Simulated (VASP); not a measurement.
Runs of VASP 6.6.1 on CoO. The structure is that of space group Fm-3m (No. 225), or close to it. The cells are those of the table. 

```tsv
cell	gap on the mesh (eV)	pressure (GPa)
a = 2.939 Å, angles 60.0°, 2 atoms	none	-8.1
a = 2.861 Å, angles 60.0°, 2 atoms	none	10.2
a = 2.881 Å, angles 60.0°, 2 atoms	none	4.9
a = 2.920 Å, angles 60.0°, 2 atoms	none	(a)
a = 2.900 Å, angles 60.0°, 2 atoms	none	(b)
```

Alike in all rows: task single point; level PBE; potentials or basis VASP PAW PBE potentials, release 64 (Co, O); no spin polarisation; k mesh 14 × 14 × 14; cutoff (eV) 520; smearing gaussian 0.05 eV.

Estimate the missing entries.

(a) -4.1; (b) 0.1.

Caveats: an odd number of electrons without spin polarisation forces a metal; a magnetic or distorted state may lie lower; the run has no spin polarisation, though such a crystal can be magnetic; semilocal functionals often make such compounds metallic where correlation or magnetic order opens a gap, which also shifts bond lengths.

A gap of «none» marks levels without a gap at the run's occupations.
